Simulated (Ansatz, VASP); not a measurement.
PtSe2: VASP beside Ansatz

```
CELL_PARAMETERS angstrom
3.60596 0.00000 0.00000
-1.80298 3.12285 0.00000
0.00000 0.00000 5.64720
ATOMIC_POSITIONS crystal
Pt 0.00000 0.00000 0.00000
Se 0.66667 0.33333 0.75850
Se 0.33333 0.66667 0.24150
```

Change from the starting cell: equal strain along all axes, cell held, atoms relaxed: -3.0 %.

Alike in both runs: functional r2SCAN; k mesh 12 × 12 × 6; occupations gaussian, width 0.02 eV; no spin polarisation.

Ansatz relaxed the structure, and its values are those at the end. VASP's run is a single point on that final structure, the one shown.

```csv
,VASP,Ansatz
version,VASP 6.6.1,Ansatz 0.2.0
potentials or method,"VASP PAW PBE potentials, release 64 (Pt, Se), cutoff 520 eV","scalar-relativistic, plane waves, PAW"
valence electrons in the cell,22,50
```

```csv
,VASP,Ansatz,Ansatz less VASP
gap on the k mesh at the Fermi level (eV),0.43,0.44,+0.013
least direct gap on the mesh (eV),0.80,0.82,+0.013
pressure (GPa),5.7,5.6,-0.12
rms of the force components (eV/Å),0.012,0.003,-0.0086
```

VASP's potentials were made for PBE, not for r2SCAN. VASP's potentials hold 22 valence electrons a cell and Ansatz's 50, so a difference there can come from the potentials and not from the codes. Ansatz's warnings: stress scf threshold loose.

Neither program's run includes spin-orbit coupling.
